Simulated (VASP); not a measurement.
# Co (Im-3m) in VASP: further runs

Runs on Co. Level: BLYP. Tasks: single point.

Program: VASP 6.6.1. These are calculated values, not measurements. Logs are shortened: lines on timing, memory, paths and dates and some standing lists are left out, and cuts for length are marked.

## Step 1: The cell of the first run

It takes space group Im-3m (No. 229, cubic). Conventional cell: a = 2.735 Å, b = 2.735 Å, c = 2.735 Å, α = 90.00°, β = 90.00°, γ = 90.00°. Co (site symmetry m-3m) has 14 Co at 2.37 to 2.73 Å within 3.1 Å.

## Step 2: Single point, BLYP, collinear spin, ferromagnetic start (volume scaled by 0.88)

INCAR reads:

```
SYSTEM = Co
  PREC = Accurate
  ENCUT = 520
  EDIFF = 1E-7
  ISMEAR = -1
  SIGMA = 0.05
  LREAL = .False.
  LASPH = .True.
  NELM = 150
  ALGO = Normal
  ISIF = 2
  LWAVE = .False.
  LCHARG = .False.
  ISPIN = 2
  MAGMOM = 1.816
  LORBIT = 11
  LMAXMIX = 4
  GGA = B5
  ALDAX = 1.0
  AGGAX = 1.0
  AGGAC = 1.0
  ALDAC = 0.0
  NBANDS = 14
```

KPOINTS reads:

```
regular mesh
0
Gamma
  17 17 17
  0 0 0
```

POSCAR reads:

```
Co
1.0
   -1.3672904911      1.3672904911      1.3672904911
    1.3672904911     -1.3672904911      1.3672904911
    1.3672904911      1.3672904911     -1.3672904911
Co
1
Direct
    0.0000000000      0.0000000000      0.0000000000
```

Potentials or basis: VASP PAW PBE potentials, release 64 (Co).

The run is started by

```bash
cat potpaw_PBE.64/Co/POTCAR > POTCAR
mpirun -np 1 vasp_std > vasp.out
```

OUTCAR:

```text
SYSTEM = Co
   PREC = Accurate
   ENCUT = 520
   EDIFF = 1E-7
   ISMEAR = -1
   LREAL = .False.
   LASPH = .True.
   NELM = 150
   ISIF = 2
   ISPIN = 2
   LORBIT = 11
   GGA = B5

 ion  position               nearest neighbor table
   1  0.000  0.000  0.000-

  LATTYP: Found a body centered cubic cell.
 ALAT       =     2.7345809822

  Lattice vectors:

 A1 = (  -1.3672904911,   1.3672904911,   1.3672904911)
 A2 = (   1.3672904911,  -1.3672904911,   1.3672904911)
 A3 = (   1.3672904911,   1.3672904911,  -1.3672904911)

Analysis of symmetry for initial positions (statically):
=====================================================================
 Subroutine PRICEL returns:
 Original cell was already a primitive cell.

 Routine SETGRP: Setting up the symmetry group for a
 body centered cubic supercell.

 Subroutine GETGRP returns: Found 48 space group operations
 (whereof 48 operations were pure point group operations)
 out of a pool of 48 trial point group operations.

The static configuration has the point symmetry O_h .

Analysis of symmetry for dynamics (positions and initial velocities):
=====================================================================
 Subroutine PRICEL returns:
 Original cell was already a primitive cell.

 Routine SETGRP: Setting up the symmetry group for a
 body centered cubic supercell.

 Subroutine GETGRP returns: Found 48 space group operations
 (whereof 48 operations were pure point group operations)
 out of a pool of 48 trial point group operations.

The dynamic configuration has the point symmetry O_h .

Analysis of structural, dynamic, and magnetic symmetry:
=====================================================================
 Subroutine PRICEL returns:
 Original cell was already a primitive cell.

 Routine SETGRP: Setting up the symmetry group for a
 body centered cubic supercell.

 Subroutine GETGRP returns: Found 48 space group operations
 (whereof 48 operations were pure point group operations)
 out of a pool of 48 trial point group operations.

The overall configuration has the point symmetry O_h .

 Subroutine INISYM returns: Found 48 space group operations
 (whereof 48 operations are pure point group operations),
 and found     1 'primitive' translations

----------------------------------------------------------------------------------------

                                     Primitive cell

  volume of cell :      10.2245

  direct lattice vectors                    reciprocal lattice vectors
    -1.367290491  1.367290491  1.367290491     0.000000000  0.365686738  0.365686738
     1.367290491 -1.367290491  1.367290491     0.365686738  0.000000000  0.365686738
[... 118 lines left out ...]
 NGX is ok and might be reduce to    18
   NGX =  9   NGY =  9   NGZ =  9

 number of electron       9.0000001 magnetization       1.6694412

 Free energy of the ion-electron system (eV)
  ---------------------------------------------------
  ext. energy  EPLUGINS =         0.00000000
  ---------------------------------------------------
  free energy    TOTEN  =        -5.87068333 eV

  energy without entropy =       -5.85805292  energy(sigma->0) =       -5.86436813

 E-fermi :  11.9437     XC(G=0): -13.1522

 val. band max:       11.9418978239   @ k =  -0.4118  -0.4118   0.0588
 cond. band min:      11.9496883628   @ k =   0.2941   0.1176   0.0000
 fundamental gap:      0.0077905389
 Fermi energy:        11.9437425048

 spin component 1

 k-point     1 :       0.0000    0.0000    0.0000
  band No.  band energies     occupation
      1       2.4934      1.00000
      2       8.8309      1.00000
      3       8.8309      1.00000
      4       8.8309      1.00000
      5      10.1284      1.00000
      6      10.1284      1.00000
      7      38.2431      0.00000
      8      38.2431      0.00000
      9      38.2431      0.00000
     10      44.0335      0.00000
     11      44.0335      0.00000
     12      46.0125      0.00000
     13      46.0125      0.00000
     14      46.0125      0.00000
[... 379 lines left out ...]
      3       8.3361      1.00000
      4       9.8513      1.00000
      5      10.3467      1.00000
      6      11.0176      1.00000
      7      27.8049      0.00000
      8      28.7480      0.00000
      9      34.5089      0.00000
     10      39.0251      0.00000
     11      42.7776      0.00000
     12      46.3281      0.00000
     13      46.9169      0.00000
     14      50.1289      0.00000

 [... further k-points ...]

 spin component 2

 k-point     1 :       0.0000    0.0000    0.0000
  band No.  band energies     occupation
      1       2.5784      1.00000
      2      10.2705      1.00000
      3      10.2705      1.00000
      4      10.2705      1.00000
      5      12.2701      0.00146
      6      12.2701      0.00146
      7      38.0863      0.00000
      8      38.0863      0.00000
      9      38.0863      0.00000
     10      44.1868      0.00000
     11      44.1868      0.00000
     12      46.7872      0.00000
     13      46.7872      0.00000
     14      46.7872      0.00000
[... 379 lines left out ...]
      3       9.6195      1.00000
      4      11.8065      0.93959
      5      12.3426      0.00034
      6      12.6442      0.00000
      7      28.2694      0.00000
      8      29.1582      0.00000
      9      34.8840      0.00000
     10      39.0949      0.00000
     11      43.0966      0.00000
     12      46.5959      0.00000
     13      49.5078      0.00000
     14      51.4673      0.00000

 [... further k-points ...]
[... 5 lines left out ...]
  --------------------------------------------------------------------------------------
  -------------------------------------------------------------------------------------
  Total        1.9185730      1.9185730      1.9185730     -0.0000000      0.0000000      0.0000000
  in kB      300.6398455    300.6398455    300.6398455     -0.0000000      0.0000000      0.0000000
  external PRESSURE =     300.6398455 kB  Pullay stress =       0.0000000 kB

 VOLUME and BASIS-vectors are now :
 -----------------------------------------------------------------------------
  energy-cutoff  :      520.00
  volume of cell :       10.22
      direct lattice vectors                 reciprocal lattice vectors
    -1.367290491  1.367290491  1.367290491     0.000000000  0.365686738  0.365686738
     1.367290491 -1.367290491  1.367290491     0.365686738  0.000000000  0.365686738
     1.367290491  1.367290491 -1.367290491     0.365686738  0.365686738  0.000000000

 POSITION                                       TOTAL-FORCE (eV/Angst)
 -----------------------------------------------------------------------------------
      0.00000      0.00000      0.00000        -0.000000     -0.000000     -0.000000
 -----------------------------------------------------------------------------------
    total drift:                               -0.000000      0.000000      0.000000

  FREE ENERGIE OF THE ION-ELECTRON SYSTEM (eV)
  ---------------------------------------------------
  free  energy   TOTEN  =        -5.8706833345 eV

  energy  without entropy=       -5.8580529228  energy(sigma->0) =       -5.86436813

 total charge

# of ion       s       p       d       tot
------------------------------------------
    1        0.510   0.565   7.341   8.415

 magnetization (x)

# of ion       s       p       d       tot
------------------------------------------
    1       -0.005  -0.043   1.722   1.673
```

Run time: 33 s. Hardware: 1 thread of Intel Xeon Platinum 8488C (Sapphire Rapids), shared host; peak memory 0.15 GiB.

What came out:

```yaml
Free_energy: -5.8707 eV
Pressure: 30.1 GPa
Net_moment: 1.67 μB per cell
Site_moments: Co +1.67 μB
Valence_electrons_inside_the_program's_atomic_spheres: Co 8.41
```

Caveat: the cell differs from its parent crystal (volume scaled by 0.88); the PAW data sets were made with another functional, which shifts forces and pressure a little.

## Step 3: Single point, BLYP, collinear spin, ferromagnetic start (volume scaled by 0.92)

INCAR reads:

```
SYSTEM = Co
PREC = Accurate
ENCUT = 520
EDIFF = 1E-6
ISMEAR = -1
SIGMA = 0.05
LREAL = .FALSE.
LASPH = .TRUE.
NELM = 150
ALGO = Normal
ISIF = 2
LWAVE = .FALSE.
LCHARG = .FALSE.
ISPIN = 2
MAGMOM = 1.816
LORBIT = 11
LMAXMIX = 4
GGA = B5
ALDAX = 1.0
AGGAX = 1.0
AGGAC = 1.0
ALDAC = 0.0
NBANDS = 14
```

KPOINTS reads:

```
regular mesh
0
G
  17 17 17
  0 0 0
```

POSCAR reads:

```
Co
1.0
   -1.3877008210      1.3877008210      1.3877008210
    1.3877008210     -1.3877008210      1.3877008210
    1.3877008210      1.3877008210     -1.3877008210
Co
1
Direct
    0.0000000000      0.0000000000      0.0000000000
```

Potentials or basis: VASP PAW PBE potentials, release 64 (Co).

The run is started by

```bash
cat potpaw_PBE.64/Co/POTCAR > POTCAR
mpirun -np 1 vasp_std > vasp.out
```

Wall time 41 s (1 thread of Intel Xeon Platinum 8488C (Sapphire Rapids), shared host); peak memory 0.16 GiB.

Results (log left out):

```yaml
Free_energy: -5.9391 eV
Pressure: 17.6 GPa
Net_moment: 1.70 μB per cell
Site_moments: Co +1.71 μB
Valence_electrons_inside_the_program's_atomic_spheres: Co 8.32
```

Levels at points of the mesh, in eV from the Fermi level:
Spin up:
```
           k point  band 3  band 4  band 5  band 6  band 7  band 8
(0.00, 0.00, 0.00)   -3.04   -3.04   -1.85   -1.85   25.85   25.85
```
Spin down:
```csv
k point,band 1,band 2,band 3,band 4,band 5,band 6,band 7,band 8,band 9
"(0.00, 0.00, 0.00)",-9.11,-1.58,-1.58,-1.58,0.33,0.33,25.67,25.67,25.67
```

Caveat: the cell differs from its parent crystal (volume scaled by 0.92); the PAW data sets were made with another functional, which shifts forces and pressure a little.

## Step 4: Single point, BLYP, collinear spin, ferromagnetic start (volume scaled by 0.96)

INCAR reads:

```
PREC = Accurate
ENCUT = 520
EDIFF = 1E-6
ISMEAR = -1
SIGMA = 0.05
LREAL = F
LASPH = T
NELM = 150
ALGO = Normal
ISIF = 2
LWAVE = F
LCHARG = F
ISPIN = 2
MAGMOM = 1.816
LORBIT = 11
LMAXMIX = 4
GGA = B5
ALDAX = 1.0
AGGAX = 1.0
AGGAC = 1.0
ALDAC = 0.0
NBANDS = 14
```

KPOINTS reads:

```
regular mesh
0
Gamma
  17 17 17
```

POSCAR reads:

```
Co
1.0
   -1.4075277972      1.4075277972      1.4075277972
    1.4075277972     -1.4075277972      1.4075277972
    1.4075277972      1.4075277972     -1.4075277972
Co
1
Direct
    0.0000000000      0.0000000000      0.0000000000
```

The run is started by

```bash
cat potpaw_PBE.64/Co/POTCAR > POTCAR
mpirun -np 1 vasp_std > vasp.out
```

It took 43 s on 1 thread of Intel Xeon Platinum 8488C (Sapphire Rapids), shared host; peak memory 0.15 GiB.

The run converged. Its results:

```
Free energy                                           : -5.9753 eV
Pressure                                              : 7.7 GPa
Net moment                                            : 1.73 μB per cell
Site moments                                          : Co +1.74 μB
Valence electrons inside the program's atomic spheres : Co 8.24
```

Levels at points of the mesh, in eV from the Fermi level:
Spin up:
| k point | band 2 | band 3 | band 4 | band 5 | band 6 | band 7 | band 8 | band 9 |
| --- | --- | --- | --- | --- | --- | --- | --- | --- |
| (0.00, 0.00, 0.00) | -2.98 | -2.98 | -2.98 | -1.88 | -1.88 | 25.42 | 25.42 | 25.42 |
Spin down:
| k point | band 1 | band 2 | band 3 | band 4 | band 5 | band 6 | band 7 | band 8 |
| --- | --- | --- | --- | --- | --- | --- | --- | --- |
| (0.00, 0.00, 0.00) | -8.87 | -1.50 | -1.50 | -1.50 | 0.34 | 0.34 | 25.23 | 25.23 |

Caveat: the cell differs from its parent crystal (volume scaled by 0.96); the PAW data sets were made with another functional, which shifts forces and pressure a little.

## Step 5: Single point, BLYP, collinear spin, ferromagnetic start

This run uses another cell than the first one, of 11.62 Å³/atom, 1.136 times its volume.

INCAR reads:

```
  PREC = Accurate
  ENCUT = 520
  EDIFF = 1E-6
  ISMEAR = -1
  SIGMA = 0.05
  LREAL = F
  LASPH = T
  NELM = 150
  ALGO = Normal
  ISIF = 2
  LWAVE = F
  LCHARG = F
  ISPIN = 2
  MAGMOM = 1.816
  LORBIT = 11
  LMAXMIX = 4
  GGA = B5
  ALDAX = 1.0
  AGGAX = 1.0
  AGGAC = 1.0
  ALDAC = 0.0
  NBANDS = 14
```

KPOINTS reads:

```
Automatic mesh
0
Gamma
  17 17 17
```

POSCAR reads:

```
Co
1.0
   -1.4268113961      1.4268113961      1.4268113961
    1.4268113961     -1.4268113961      1.4268113961
    1.4268113961      1.4268113961     -1.4268113961
Co
1
Direct
    0.0000000000      0.0000000000      0.0000000000
```

The run is started by

```bash
cat potpaw_PBE.64/Co/POTCAR > POTCAR
mpirun -np 1 vasp_std > vasp.out
```

Run time: 42 s. Hardware: 1 thread of Intel Xeon Platinum 8488C (Sapphire Rapids), shared host; peak memory 0.15 GiB.

Results (log left out):

```
Free energy                                           : -5.9855 eV
Pressure                                              : -0.4 GPa
Net moment                                            : 1.74 μB per cell
Site moments                                          : Co +1.76 μB
Valence electrons inside the program's atomic spheres : Co 8.18
```

Levels at points of the mesh, in eV from the Fermi level:
Spin up:
```tsv
k point	band 2	band 3	band 4	band 5	band 6	band 7	band 8	band 9
(0.00, 0.00, 0.00)	-2.91	-2.91	-2.91	-1.90	-1.90	25.01	25.01	25.01
```
Spin down:
```csv
k point,band 2,band 3,band 4,band 5,band 6,band 7
"(0.00, 0.00, 0.00)",-1.43,-1.43,-1.43,0.34,0.34,24.80
```

Caveat: the PAW data sets were made with another functional, which shifts forces and pressure a little.

## Step 6: Overview

```tsv
cell	gap on the mesh (eV)	pressure (GPa)	moment (μB)
a = 2.368 Å, angles 109.5°, 1 atom	none	30.1	1.67
a = 2.404 Å, angles 109.5°, 1 atom	none	17.6	1.70
a = 2.438 Å, angles 109.5°, 1 atom	none	7.7	1.73
a = 2.471 Å, angles 109.5°, 1 atom	none	-0.4	1.74
```

Alike in all rows: task single point; level BLYP; potentials or basis VASP PAW PBE potentials, release 64 (Co); spin collinear, ferromagnetic start; k mesh 17 × 17 × 17; cutoff (eV) 520; smearing fermi-dirac 0.05 eV.

Caveats: the PAW data sets were made with another functional, which shifts forces and pressure a little.

Total energies depend on the potentials used, so only differences within one code and one set of settings carry meaning.
